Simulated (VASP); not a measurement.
A run of VASP 6.6.1 is set up as follows.

File INCAR:

```
ALGO = Normal
EDIFF = 1E-6
ENCUT = 500
GGA = PS
GGA_COMPAT = F
ISIF = 2
ISMEAR = -1
LASPH = T
LCHARG = T
LELF = T
LREAL = F
LVHAR = T
LWAVE = F
NBANDS = 12
NELM = 120
PREC = Accurate
SIGMA = 0.05
```

File KPOINTS:

```
k-points
0
Gamma
  11 11 11
```

The input POSCAR:

```
Nb
1.0
   -1.6382263177      1.6382263177      1.6382263177
    1.6382263177     -1.6382263177      1.6382263177
    1.6382263177      1.6382263177     -1.6382263177
Nb
1
Direct
    0.0000000000      0.0000000000      0.0000000000
```

Potentials or basis: VASP PAW PBE potentials, release 64 (Nb_sv).

Command:

```console
$ cat potpaw_PBE.64/Nb_sv/POTCAR > POTCAR
$ mpirun -np 1 vasp_std > vasp.out
```

Question: What does it give for the pressure?

Answer: -0.3 GPa.

Caveat: the PAW data sets were made with another functional, which shifts forces and pressure a little.
